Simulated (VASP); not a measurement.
**MnSb: single point with PBE-based screened hybrid with 25 % exact exchange**

The system is MnSb.

```
CELL_PARAMETERS angstrom
4.15000 0.00000 0.00000
-2.07500 3.59401 0.00000
0.00000 0.00000 5.78000
ATOMIC_POSITIONS crystal
Sb 0.66667 0.33333 0.75000
Sb 0.33333 0.66667 0.25000
Mn 0.00000 0.00000 0.50000
Mn 0.00000 0.00000 0.00000
```

- Program: VASP 6.6.1
- Task: single point
- Functional: PBE-based screened hybrid with 25 % exact exchange
- Potentials or basis: VASP PAW PBE potentials, release 64 (Sb, Mn_pv)
- Cutoff: 520 eV
- k mesh: 4 × 4 × 3
- Occupations: fermi-dirac, width 0.05 eV
- Spin: collinear spin, ferromagnetic start
- Starting moments: [0.0, 0.0, 4.0, 4.0] μB
- Dipole correction: no
- Grid for exact exchange (PRECFOCK): Normal
- Share of exact exchange: 0.25
- Further INCAR settings: ALGO = Normal; EDIFF = 1e-07; NBANDS = 30
- Screening parameter: 0.2 1/Å

```json
{"Pressure": "4.2 GPa", "Band gap on the k mesh": "zero (filled and empty bands overlap)", "Net moment": "8.00 μB per cell", "Site moments": "Sb -0.23; Mn +4.17 μB", "Valence electrons inside the program's atomic spheres": "Sb 2.72; Mn 11.44"}
```

Stress tensor (GPa, compression positive):
```
3.18 0.00 0.00
0.00 3.18 0.00
0.00 0.00 6.38
```

Levels at points of the mesh, in eV from the Fermi level:
Spin up:
| k point | band 20 | band 21 | band 22 | band 23 | band 24 | band 25 |
| --- | --- | --- | --- | --- | --- | --- |
| (0.00, 0.00, 0.00) | 0.38 | 0.38 | 1.83 | 1.83 | 3.14 | 3.17 |
| (0.50, 0.00, 0.00) | -3.23 | -2.75 | -2.73 | -0.14 | 2.85 | 3.37 |
Spin down:
```csv
k point,band 10,band 11,band 12,band 13,band 14,band 15,band 16,band 17,band 18,band 19
"(0.00, 0.00, 0.00)",-2.73,-2.73,0.22,0.22,0.25,1.27,1.27,1.66,1.66,2.39
"(0.50, 0.00, 0.00)",-3.83,-3.50,-2.80,-2.70,-2.19,-0.23,2.23,2.28,2.41,2.55
```

Run time: 32 min on 1 × NVIDIA H100 80GB with 1 thread of AMD EPYC 7R13 Processor (Zen 3), with other jobs on the host, peak memory 1.3 GiB.

Caveat: the k points lie up to 0.44 Å⁻¹ apart, too coarse for converged energies and pressures of a metal; the PAW data sets were made with another functional, which shifts forces and pressure a little; spin-orbit coupling is left out, which moves the levels of the heavy elements; only a ferromagnetic start was run, and an antiferromagnetic order may lie lower in energy.
